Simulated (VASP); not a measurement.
# Li5Os3 (I4/mmm) in VASP: notebook

Runs on Li5Os3. Level: LDA. Tasks: single point, relaxation of volume and atoms at fixed shape.

Program: VASP 6.6.1. These are calculated values, not measurements. Logs are shortened: lines on timing, memory, paths and dates and some standing lists are left out, and cuts for length are marked.

## Step 1: The cell of the first run

The structure is tetragonal, space group I4/mmm (No. 139). The conventional cell has a = 5.134 Å, b = 5.134 Å, c = 7.260 Å, α = 90.00°, β = 90.00°, γ = 90.00°. Within 3.4 Å of Li (site symmetry 4/mmm) lie 8 Li at 2.57 Å and 4 Os at 2.57 Å. Within 3.4 Å of Li (site symmetry 2/m) lie 6 Li at 2.57 Å and 6 Os at 2.57 Å. Os (site symmetry mmm) has 10 Li at 2.57 Å and 2 Os at 2.57 Å within 3.4 Å. Within 3.4 Å of Os (site symmetry 4/mmm) lie 8 Li at 2.57 Å and 4 Os at 2.57 Å.

## Step 2: Single point, LDA

INCAR

```
  PREC = Accurate
  ENCUT = 750
  EDIFF = 1E-6
  ISMEAR = -1
  SIGMA = 0.05
  LREAL = False
  LASPH = True
  NELM = 120
  ALGO = Normal
  ISIF = 2
  LWAVE = False
  LCHARG = False
  GGA = CA
  NBANDS = 30
  GGA_COMPAT = False
```

KPOINTS

```
regular mesh
0
Gamma
  5 5 5
```

POSCAR

```
Li5Os3
1.0
    0.0000000000      3.6302268513      3.6302268513
    3.6302268513      0.0000000000      3.6302268513
    3.6302268513      3.6302268513      0.0000000000
Li Os
5 3
Direct
    0.0000000000      0.0000000000      0.0000000000
    0.0000000000      0.5000000000      0.0000000000
    0.0000000000      0.5000000000      0.5000000000
    0.5000000000      0.0000000000      0.0000000000
    0.5000000000      0.0000000000      0.5000000000
    0.0000000000      0.0000000000      0.5000000000
    0.5000000000      0.5000000000      0.0000000000
    0.5000000000      0.5000000000      0.5000000000
```

Potentials or basis: VASP PAW LDA potentials, release 64 (Li_sv, Os).

Command:

```bash
cat potpaw_LDA.64/Li_sv/POTCAR potpaw_LDA.64/Os/POTCAR > POTCAR
mpirun -np 1 vasp_std > vasp.out
```

OUTCAR:

```text
PREC = Accurate
   ENCUT = 750
   EDIFF = 1E-6
   ISMEAR = -1
   LREAL = False
   LASPH = True
   NELM = 120
   ISIF = 2
   GGA = CA

 ion  position               nearest neighbor table
   1  0.000  0.000  0.000-   2 2.57   4 2.57   6 2.57   3 2.57   5 2.57   6 2.57   2 2.57   3 2.57
                             7 2.57   4 2.57   5 2.57   7 2.57
   2  0.000  0.500  0.000-   1 2.57   3 2.57   7 2.57   3 2.57   6 2.57   8 2.57   1 2.57   4 2.57
                             6 2.57   4 2.57   7 2.57   8 2.57
   3  0.000  0.500  0.500-   2 2.57   6 2.57   8 2.57   1 2.57   2 2.57   7 2.57   1 2.57   5 2.57
                             6 2.57   5 2.57   7 2.57   8 2.57
   4  0.500  0.000  0.000-   1 2.57   5 2.57   7 2.57   5 2.57   6 2.57   8 2.57   2 2.57   7 2.57
                             8 2.57   1 2.57   2 2.57   6 2.57
   5  0.500  0.000  0.500-   4 2.57   6 2.57   8 2.57   1 2.57   4 2.57   7 2.57   3 2.57   7 2.57
                             8 2.57   1 2.57   3 2.57   6 2.57
   6  0.000  0.000  0.500-   1 2.57   3 2.57   5 2.57   1 2.57   2 2.57   4 2.57   2 2.57   3 2.57
                             8 2.57   4 2.57   5 2.57   8 2.57
   7  0.500  0.500  0.000-   2 2.57   4 2.57   8 2.57   3 2.57   5 2.57   8 2.57   1 2.57   4 2.57
                             5 2.57   1 2.57   2 2.57   3 2.57
   8  0.500  0.500  0.500-   3 2.57   5 2.57   7 2.57   2 2.57   4 2.57   7 2.57   4 2.57   5 2.57
                             6 2.57   2 2.57   3 2.57   6 2.57

  LATTYP: Found a face centered cubic cell.
 ALAT       =     7.2604537026

  Lattice vectors:

 A1 = (   0.0000000000,   3.6302268513,   3.6302268513)
 A2 = (   3.6302268513,   0.0000000000,   3.6302268513)
 A3 = (   3.6302268513,   3.6302268513,   0.0000000000)

Analysis of symmetry for initial positions (statically):
=====================================================================
 Subroutine PRICEL returns:
 Original cell was already a primitive cell.

 Routine SETGRP: Setting up the symmetry group for a
 face centered cubic supercell.

 Subroutine GETGRP returns: Found 16 space group operations
 (whereof 16 operations were pure point group operations)
 out of a pool of 48 trial point group operations.

The static configuration has the point symmetry D_4h.

Analysis of symmetry for dynamics (positions and initial velocities):
=====================================================================
 Subroutine PRICEL returns:
 Original cell was already a primitive cell.

 Routine SETGRP: Setting up the symmetry group for a
 face centered cubic supercell.

 Subroutine GETGRP returns: Found 16 space group operations
 (whereof 16 operations were pure point group operations)
 out of a pool of 48 trial point group operations.

The dynamic configuration has the point symmetry D_4h.

 Subroutine INISYM returns: Found 16 space group operations
 (whereof 16 operations are pure point group operations),
 and found     1 'primitive' translations

----------------------------------------------------------------------------------------

                                     Primitive cell

  volume of cell :      95.6822

  direct lattice vectors                    reciprocal lattice vectors
     0.000000000  3.630226851  3.630226851    -0.137732439  0.137732439  0.137732439
     3.630226851  0.000000000  3.630226851     0.137732439 -0.137732439  0.137732439
     3.630226851  3.630226851  0.000000000     0.137732439  0.137732439 -0.137732439

  length of vectors
     5.133916048  5.133916048  5.133916048     0.238559583  0.238559583  0.238559583

  position of ions in fractional coordinates (direct lattice)
     0.000000000  0.000000000  0.000000000
     0.000000000  0.500000000  0.000000000
     0.000000000  0.500000000  0.500000000
     0.500000000  0.000000000  0.000000000
     0.500000000  0.000000000  0.500000000
     0.000000000  0.000000000  0.500000000
     0.500000000  0.500000000  0.000000000
     0.500000000  0.500000000  0.500000000

  ion indices of the primitive-cell ions
   primitive index   ion index
                 1           1
                 2           2
                 3           3
                 4           4
                 5           5
                 6           6
                 7           7
                 8           8

----------------------------------------------------------------------------------------

 KPOINTS: regular mesh

Automatic generation of k-mesh.
 Grid dimensions read from file:
 generate k-points for:    5    5    5

 Generating k-lattice:

  Cartesian coordinates                     Fractional coordinates (reciprocal lattice)
    -0.027546488  0.027546488  0.027546488     0.200000000  0.000000000  0.000000000
     0.027546488 -0.027546488  0.027546488     0.000000000  0.200000000  0.000000000
     0.027546488  0.027546488 -0.027546488     0.000000000  0.000000000  0.200000000

  Length of vectors
     0.047711917  0.047711917  0.047711917

  Shift w.r.t. Gamma in fractional coordinates (k-lattice)
     0.000000000  0.000000000  0.000000000

 Subroutine IBZKPT returns following result:
 ===========================================

 Found     18 irreducible k-points:

 Following reciprocal coordinates:
            Coordinates               Weight
  0.000000  0.000000  0.000000      1.000000
  0.200000  0.000000  0.000000      8.000000
  0.400000  0.000000  0.000000      8.000000
  0.200000  0.200000  0.000000      2.000000
  0.000000  0.200000  0.200000      4.000000
  0.400000  0.200000  0.000000      8.000000
[... 10 lines left out ...]
  0.200000 -0.400000  0.400000      8.000000
  0.400000  0.200000 -0.400000      8.000000
   k-points           NKPTS =     18   k-points in BZ     NKDIM =     18   number of bands    NBANDS=     30
   number of dos      NEDOS =    301   number of ions     NIONS =      8
   total plane-waves  NPLWV = 110592
   dimension x,y,z NGX =    48 NGY =   48 NGZ =   48
   dimension x,y,z NGXF=    96 NGYF=   96 NGZF=   96
   ions per type =               5   3
   NGX,Y,Z   is equivalent  to a cutoff of  15.54, 15.54, 15.54 a.u.
   NGXF,Y,Z  is equivalent  to a cutoff of  31.09, 31.09, 31.09 a.u.
 SYSTEM =  unknown system
   PREC   = accura    normal or accurate (medium, high low for compatibility)
   ISTART =      0    job   : 0-new  1-cont  2-samecut
   ICHARG =      2    charge: 1-file 2-atom 10-const
   ISPIN  =      1    spin polarized calculation?
   LNONCOLLINEAR =      F non collinear calculations
   LSORBIT =      F    spin-orbit coupling
   LASPH  =      T    aspherical Exc in radial PAW
   ENCUT  =  750.0 eV  55.12 Ry    7.42 a.u.  11.46 11.46 11.46*2*pi/ulx,y,z
   NELM   =    120;   NELMIN=  2; NELMDL= -5     # of ELM steps
   EDIFF  = 0.1E-05   stopping-criterion for ELM
   LREAL  =      F    real-space projection
[... 7 lines left out ...]
   TEBEG  =    0.0;   TEEND  =   0.0 temperature during run
   PSTRESS=    0.0 pullay stress
   NELECT =      39.0000    total number of electrons
   NUPDOWN=      -1.0000    fix difference up-down
   EMIN   =  10.00;   EMAX   =-10.00  energy-range for DOS
   EFERMI =   0.00;   METHOD = LEGACY
   ISMEAR =    -1;   SIGMA  =   0.05  broadening in eV -4-tet -1-fermi 0-gaus
   EFERMI_NEDOS =   21; number of points for ismear=-14 and -15
   IALGO  =     38    algorithm
   IMIX   =      4    mixing-type and parameters
     AMIX     =   0.40;   BMIX     =  1.00
     AMIX_MAG =   1.60;   BMIX_MAG =  1.00
  volume/ion in A,a.u.               =      11.96        80.71
  Fermi-wavevector in a.u.,A,eV,Ry     =   1.213815  2.293778 20.046110  1.473348
  Thomas-Fermi vector in A             =   2.349255
   LORBIT       =      0    0 simple, 1 ext, 2 COOP (PROOUT), +10 PAW based schemes
   GGA     = CA    functional components
   LHFCALC =     F    Hartree Fock is set to
   AEXX    =    0.0000 exact exchange contribution
   IVDW    =     0    specifies the selected vdW correction
   LEPSILON=     F    determine dielectric tensor
   LRPA    =     F    only Hartree local field effects (RPA)
 non-spin polarized calculation
  energy-cutoff  :      750.00
  volume of cell :       95.68
 maximum number of plane-waves:      4492
 NGX is ok and might be reduce to    48
   NGX = 23   NGY = 23   NGZ = 23

 number of electron      39.0000008 magnetization

 Free energy of the ion-electron system (eV)
  ---------------------------------------------------
  ext. energy  EPLUGINS =         0.00000000
  ---------------------------------------------------
  free energy    TOTEN  =       -44.91947299 eV

  energy without entropy =      -44.89174453  energy(sigma->0) =      -44.90560876

 E-fermi :   4.8458     XC(G=0): -11.3547

 val. band max:        4.8396311611   @ k =   0.2000   0.2000   0.0000
 cond. band min:       4.8702743715   @ k =   0.0000   0.0000   0.0000
 fundamental gap:      0.0306432104
 Fermi energy:         4.8457941334

 k-point     1 :       0.0000    0.0000    0.0000
  band No.  band energies     occupation
      1     -39.2955      2.00000
      2     -38.7414      2.00000
      3     -38.6933      2.00000
      4     -38.6933      2.00000
      5     -38.6477      2.00000
      6      -2.1700      2.00000
[... 22 lines left out ...]
     29      11.6797      0.00000
     30      13.4052      0.00000

 k-point     2 :       0.2000    0.0000    0.0000
  band No.  band energies     occupation
      1     -39.2945      2.00000
      2     -38.7366      2.00000
      3     -38.6976      2.00000
      4     -38.6887      2.00000
      5     -38.6519      2.00000
      6      -1.8787      2.00000
[... 22 lines left out ...]
     29      11.9969      0.00000
     30      13.6941      0.00000

 k-point     3 :       0.4000    0.0000    0.0000
  band No.  band energies     occupation
      1     -39.2929      2.00000
      2     -38.7244      2.00000
      3     -38.7092      2.00000
      4     -38.6770      2.00000
      5     -38.6629      2.00000
      6      -1.3508      2.00000
[... 484 lines left out ...]
     29      11.8780      0.00000
     30      13.4046      0.00000

 k-point    18 :       0.4000    0.2000   -0.4000
  band No.  band energies     occupation
      1     -39.2919      2.00000
      2     -38.7192      2.00000
      3     -38.7049      2.00000
      4     -38.6813      2.00000
      5     -38.6671      2.00000
      6      -0.8095      2.00000
[... 22 lines left out ...]
     29      11.9500      0.00000
     30      13.9323      0.00000

------------------------ aborting loop because EDIFF is reached ----------------------------------------

  FORCE on cell =-STRESS in cart. coord.  units (eV):
  Direction    XX          YY          ZZ          XY          YZ          ZX
  --------------------------------------------------------------------------------------
  -------------------------------------------------------------------------------------
  Total       -2.8031929     -2.8031929      5.4022110      0.0000000      0.0000000     -0.0000000
  in kB      -46.9388316    -46.9388316     90.4588023      0.0000000      0.0000000     -0.0000000
  external PRESSURE =      -1.1396203 kB  Pullay stress =       0.0000000 kB

 VOLUME and BASIS-vectors are now :
 -----------------------------------------------------------------------------
  energy-cutoff  :      750.00
  volume of cell :       95.68
      direct lattice vectors                 reciprocal lattice vectors
     0.000000000  3.630226851  3.630226851    -0.137732439  0.137732439  0.137732439
     3.630226851  0.000000000  3.630226851     0.137732439 -0.137732439  0.137732439
     3.630226851  3.630226851  0.000000000     0.137732439  0.137732439 -0.137732439

 POSITION                                       TOTAL-FORCE (eV/Angst)
 -----------------------------------------------------------------------------------
      0.00000      0.00000      0.00000         0.000000      0.000000      0.000000
      1.81511      0.00000      1.81511         0.000000      0.000000      0.000000
      3.63023      1.81511      1.81511         0.000000      0.000000      0.000000
      0.00000      1.81511      1.81511        -0.000000     -0.000000     -0.000000
      1.81511      3.63023      1.81511         0.000000      0.000000      0.000000
      1.81511      1.81511      0.00000         0.000000     -0.000000      0.000000
      1.81511      1.81511      3.63023         0.000000      0.000000      0.000000
      3.63023      3.63023      3.63023         0.000000      0.000000      0.000000
 -----------------------------------------------------------------------------------
    total drift:                                0.000000      0.000000      0.000000

  FREE ENERGIE OF THE ION-ELECTRON SYSTEM (eV)
  ---------------------------------------------------
  free  energy   TOTEN  =       -44.9194729930 eV

  energy  without entropy=      -44.8917445327  energy(sigma->0) =      -44.90560876
```

Wall time 93 s (1 thread of Intel Xeon 6975P-C (Granite Rapids), shared host); peak memory 0.29 GiB.

Results:

```
Free energy            : -44.9195 eV
Pressure               : -0.1 GPa
Band gap on the k mesh : zero (an odd number of electrons rules out a gap without spin polarisation)
```

Stress tensor (GPa, compression positive):
```
-4.69  0.00  0.00
 0.00 -4.69  0.00
 0.00  0.00  9.05
```

Caveat: the stress differs along the axes, from -5 to 9 GPa; spin-orbit coupling is left out, which moves the levels of the heavy elements.

## Step 3: Relaxation of volume and atoms at fixed shape, LDA

This run uses another cell than the first one, of 18.46 Å³/atom.

INCAR

```
SYSTEM = Li5Os3
  PREC = Accurate
  ENCUT = 750
  EDIFF = 1E-7
  ISMEAR = -1
  SIGMA = 0.05
  LREAL = .FALSE.
  LASPH = .TRUE.
  NELM = 120
  ALGO = Normal
  ISIF = 8
  LWAVE = .FALSE.
  LCHARG = .FALSE.
  GGA = CA
  IBRION = 2
  NSW = 80
  EDIFFG = -0.03
  GGA_COMPAT = .FALSE.
  NELMIN = 4
```

KPOINTS

```
regular mesh
0
G
  5 5 5
  0 0 0
```

Changes to POSCAR since step 2:

```diff
@@ -2,5 +2,5 @@
 1.0
-    0.0000000000      3.6302268513      3.6302268513
-    3.6302268513      0.0000000000      3.6302268513
-    3.6302268513      3.6302268513      0.0000000000
+    0.0000000000      4.1950000000      4.1950000000
+    4.1950000000      0.0000000000      4.1950000000
+    4.1950000000      4.1950000000      0.0000000000
 Li Os
```

Potentials or basis: VASP PAW LDA potentials, release 64 (Li_sv, Os).

Command:

```bash
cat potpaw_LDA.64/Li_sv/POTCAR potpaw_LDA.64/Os/POTCAR > POTCAR
mpirun -np 1 vasp_std > vasp.out
```

It took 7.4 min on 1 thread of Intel Xeon 6975P-C (Granite Rapids), shared host; peak memory 0.38 GiB.

It converged, with:

* Free energy: -44.9318 eV
* Relaxed volume: 11.99 Å³/atom
* Relaxed cell: a = 5.139 Å, b = 5.139 Å, c = 5.139 Å, α = 60.00°, β = 60.00°, γ = 60.00°
* Space group after relaxing (to 0.1 Å): I4/mmm (No. 139)
* Energy gained by relaxing: 636.0 meV/atom
* Ionic steps: 5
* Pressure after relaxing: -0.3 GPa
* Band gap on the k mesh: zero (an odd number of electrons rules out a gap without spin polarisation)

Stress tensor (GPa, compression positive):
```
-4.93  0.00  0.00
 0.00 -4.93  0.00
 0.00  0.00  8.89
```

Step by step:
```csv
step,energy change (eV),largest force (eV/Å),pressure (GPa),volume (Å³)
1,0.0000,0.0000,-21.01,147.65
2,-4.9516,0.0000,-6.89,101.73
3,-5.0879,0.0000,-0.48,96.06
4,-5.0872,0.0000,0.72,95.17
5,-5.0882,0.0000,-0.32,95.94
```

Final structure:
```yaml
crystal:
  lattice:
    - [0.00000, 3.63348, 3.63348]
    - [3.63348, 0.00000, 3.63348]
    - [3.63348, 3.63348, 0.00000]
  atoms:
    - { symbol: Li, position: [0.00000, 0.00000, 0.00000] }
    - { symbol: Li, position: [0.00000, 0.50000, 0.00000] }
    - { symbol: Li, position: [0.00000, 0.50000, 0.50000] }
    - { symbol: Li, position: [0.50000, 0.00000, 0.00000] }
    - { symbol: Li, position: [0.50000, 0.00000, 0.50000] }
    - { symbol: Os, position: [0.00000, 0.00000, 0.50000] }
    - { symbol: Os, position: [0.50000, 0.50000, 0.00000] }
    - { symbol: Os, position: [0.50000, 0.50000, 0.50000] }
```

Levels at points of the mesh, in eV from the Fermi level:
| k point | band 16 | band 17 | band 18 | band 19 | band 20 | band 21 | band 22 | band 23 |
| --- | --- | --- | --- | --- | --- | --- | --- | --- |
| (0.00, 0.00, 0.00) | 0.02 | 0.20 | 0.22 | 0.45 | 0.51 | 0.51 | 0.94 | 1.24 |

Caveat: the volume moved by over 15 % at a fixed basis, so the end points are rough; spin-orbit coupling is left out, which moves the levels of the heavy elements.

The gap in the log of VASP goes by the Fermi energy; the results here count the filled bands.